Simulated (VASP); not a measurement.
Runs of VASP 6.6.1 on NaH. The structure is that of space group Fm-3m (No. 225), or close to it. The cells are those of the table. 

```tsv
level	cell	k mesh	smearing	grid for exact exchange (PRECFOCK)	share of exact exchange	screening parameter	gap on the mesh (eV)	pressure (GPa)
HSE06	a = 3.313 Å, angles 60.0°, 2 atoms	6 × 6 × 6	gaussian 0.01 eV	Normal	0.25	0.2079 1/Å	(c)	2.1
r2SCAN	a = 3.313 Å, angles 60.0°, 2 atoms	10 × 10 × 10	gaussian 0.01 eV	-	-	-	4.56	1.7
r2SCAN	a = 3.396 Å, angles 60.7°, 2 atoms	10 × 10 × 10	gaussian 0.01 eV	-	-	-	4.36	-0.7
PBE	a = 3.313 Å, angles 60.0°, 2 atoms	10 × 10 × 10	fermi-dirac 0.02 eV	-	-	-	(b)	2.5
PBE	a = 3.396 Å, angles 60.7°, 2 atoms	10 × 10 × 10	fermi-dirac 0.02 eV	-	-	-	3.75	(a)
```

Alike in all rows: task single point; potentials or basis VASP PAW PBE potentials, release 64 (Na_pv, H); no spin polarisation; cutoff (eV) 520.

**Question.** Fill in the values left out.

**Answer.** (a) 0.0; (b) 3.94; (c) 5.04.

Caveats: the PAW data sets were made with another functional, which shifts forces and pressure a little (at least some runs).

A k mesh can miss the band edges.
